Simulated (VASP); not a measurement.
Set up this calculation in VASP 6.6.1, as the native input.

```
Task                   : single point
Functional             : PBEsol
Potentials or basis    : VASP PAW PBE potentials, release 64 (Cl)
Cutoff                 : 520 eV
k mesh                 : 12 × 12 × 12
Occupations            : fermi-dirac, width 0.1 eV
Spin                   : no spin polarisation
Dipole correction      : no
Further INCAR settings : ALGO = Normal; EDIFF = 1e-06; NBANDS = 14
```

The structure of Cl lies in POSCAR:

```
Cl
1.0
    0.0000000000      2.3833325036      2.3833325036
    2.3833325036      0.0000000000      2.3833325036
    2.3833325036      2.3833325036      0.0000000000
Cl
2
Direct
   -0.1250000000     -0.1250000000     -0.1250000000
    0.1250000000      0.1250000000      0.1250000000
```

This cell differs from its parent crystal: volume scaled by 0.43.

One way to write it, as run:

INCAR

```
SYSTEM = Cl
PREC     = Accurate       ! precision mode
ENCUT    = 520            ! plane-wave cutoff, eV
EDIFF    = 1E-6           ! SCF threshold, eV
ISMEAR   = -1             ! smearing method
SIGMA    = 0.1            ! smearing width, eV
LREAL    = .False.        ! projectors in reciprocal space
LASPH    = .True.         ! aspherical terms in the spheres
NELM     = 100            ! most SCF steps
ALGO     = Normal         ! electronic algorithm
ISIF     = 2              ! what is computed and relaxed
LWAVE    = .False.        ! write WAVECAR
LCHARG   = .False.        ! write CHGCAR
GGA      = PS             ! functional
NBANDS   = 14             ! bands
```

KPOINTS

```
regular mesh
0
Gamma
  12 12 12
  0 0 0
```

Potentials or basis: VASP PAW PBE potentials, release 64 (Cl).

Command:

```console
$ cat potpaw_PBE.64/Cl/POTCAR > POTCAR
$ mpirun -np 1 vasp_std > vasp.out
```

Results of the run:

- Pressure: 95.0 GPa
- Band gap on the k mesh: zero (band 7 reaches 12.43 eV, above the bottom of band 8 at 6.48 eV)

Caveat: the PAW data sets were made with another functional, which shifts forces and pressure a little.

It took 30 s on 1 thread of Intel(R) Xeon(R) Platinum 8375C CPU @ 2.90GHz (Ice Lake), with other jobs on the host, peak memory 0.15 GiB.
